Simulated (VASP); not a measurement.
## ZnSe: single point with r2SCAN

The system is ZnSe.

```
CELL_PARAMETERS angstrom
2.88959 2.88959 0.00000
-2.88959 2.88959 0.00000
0.00000 2.88959 2.79893
ATOMIC_POSITIONS crystal
Zn 0.00000 0.00000 0.00000
Se 0.75000 0.25000 0.50000
```

This cell differs from its parent crystal: in-plane strain +0.02.

```yaml
Program: VASP 6.6.1
Task: single point
Functional: r2SCAN
Potentials_or_basis: VASP PAW PBE potentials, release 64 (Zn, Se)
Cutoff: 520 eV
k_mesh: 8 × 8 × 8
Occupations: gaussian, width 0.01 eV
Spin: no spin polarisation
Dipole_correction: no
Further_INCAR_settings: ALGO = Normal; EDIFF = 1e-06; NBANDS = 16
```

```yaml
Pressure: -1.6 GPa
Band_gap_on_the_k_mesh: 1.67 eV, direct
```

Stress tensor (GPa, compression positive):
```
-2.01  0.00  0.00
 0.00 -2.01  0.00
 0.00  0.00 -0.83
```

Levels at points of the mesh, in eV from the valence-band top:
```csv
k point,band 6,band 7,band 8,band 9,band 10,band 11,band 12,band 13
"(0.00, 0.00, 0.00)",-6.29,-0.11,-0.11,0.00,1.67,6.24,6.26,6.26
"(0.50, 0.00, 0.00)",-6.15,-5.20,-1.01,-0.83,2.92,6.67,6.94,8.93
"(0.50, 0.50, 0.00)",-6.14,-4.80,-2.18,-2.12,3.37,3.90,11.11,11.61
"(0.00, 0.00, 0.50)",-6.10,-4.62,-2.32,-2.32,3.23,3.59,11.43,11.78
```

It used 240 s of CPU time on 1 thread of AMD EPYC 7R13 Processor (Zen 3), on a shared host.

Caveat: the cell differs from its parent crystal (in-plane strain +0.02); the PAW data sets were made with another functional, which shifts forces and pressure a little.
